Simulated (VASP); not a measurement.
**BP: single point with PBEsol**

BP:

```
B P
1.0
     0.00000    2.29147    2.29147
     2.29147    0.00000    2.29147
     2.29147    2.29147    0.00000
B P
1 1
Direct
  0.00000 0.00000 0.00000
  0.25000 0.25000 0.25000
```

```
Program                : VASP 6.6.1
Task                   : single point
Functional             : PBEsol
Potentials or basis    : VASP PAW PBE potentials, release 64 (B, P)
Cutoff                 : 520 eV
k mesh                 : 8 × 8 × 8
Occupations            : gaussian, width 0.01 eV
Spin                   : no spin polarisation
Dipole correction      : no
Further INCAR settings : ALGO = Normal; EDIFF = 1e-06; NBANDS = 11
```

```
Pressure               : -6.4 GPa
Band gap on the k mesh : 1.20 eV, indirect (least direct gap 3.31 eV)
```

Levels at points of the mesh, in eV from the valence-band top:
| k point | band 2 | band 3 | band 4 | band 5 | band 6 | band 7 |
| --- | --- | --- | --- | --- | --- | --- |
| (0.00, 0.00, 0.00) | 0.00 | 0.00 | 0.00 | 3.31 | 3.31 | 3.31 |
| (0.50, 0.00, 0.00) | -8.89 | -1.73 | -1.73 | 3.56 | 4.63 | 4.63 |
| (0.50, 0.50, 0.00) | -8.45 | -4.04 | -4.04 | 1.28 | 1.54 | 11.82 |

Run time: 4.7 s on 1 thread of AMD EPYC 7R13 Processor (Zen 3) (shared host), peak memory 0.1 GiB.

Caveat: the PAW data sets were made with another functional, which shifts forces and pressure a little. A k mesh can miss the band edges.
